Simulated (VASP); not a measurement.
The system is ZrVOs3.

```
Zr V Os
1.0
     4.03070    0.00000    0.00000
     0.00000    4.03070    0.00000
     0.00000    0.00000    4.03070
Zr V Os
1 1 3
Direct
  0.00000 0.00000 0.00000
  0.50000 0.50000 0.50000
  0.00000 0.50000 0.50000
  0.50000 0.00000 0.50000
  0.50000 0.50000 0.00000
```

```yaml
Program: VASP 6.6.1
Task: relaxation of cell and atoms
Functional: r2SCAN
Potentials_or_basis: VASP PAW PBE potentials, release 64 (Zr_sv, V_sv, Os)
Cutoff: 600 eV
k_mesh: 4 × 4 × 4
Occupations: gaussian, width 0.1 eV
Spin: no spin polarisation
```

At the start: pressure 127.0 GPa; volume 13.10 Å³/atom.

Task: Where does the relaxation end?

Result: Over 7 steps the energy falls by 1390.9 meV/atom and the volume is 17.71 Å³/atom (+35.2 %); space group Pm-3m (No. 221, to 0.05 Å).

The path:
```tsv
step	energy change (eV)	largest force (eV/Å)	pressure (GPa)	volume (Å³)
1	0.0000	0.0000	127.04	65.48
2	15.9092	0.0000	-22.26	221.45
3	3.3302	0.0000	-33.34	148.76
4	-4.2088	0.0000	-29.57	112.33
5	-6.9315	0.0000	4.37	86.81
6	-6.9507	0.0000	-1.68	89.23
7	-6.9544	0.0000	-0.04	88.54
```

Final structure:
```
Zr V Os
1.0
     4.45704    0.00000    0.00000
     0.00000    4.45704    0.00000
     0.00000    0.00000    4.45704
Zr V Os
1 1 3
Direct
  0.00000 0.00000 0.00000
  0.50000 0.50000 0.50000
  0.00000 0.50000 0.50000
  0.50000 0.00000 0.50000
  0.50000 0.50000 0.00000
```

Caveat: the k points lie up to 0.35 Å⁻¹ apart in the final cell; the volume moved by over 15 % at a fixed basis, so the end points are rough; the PAW data sets were made with another functional, which shifts forces and pressure a little.
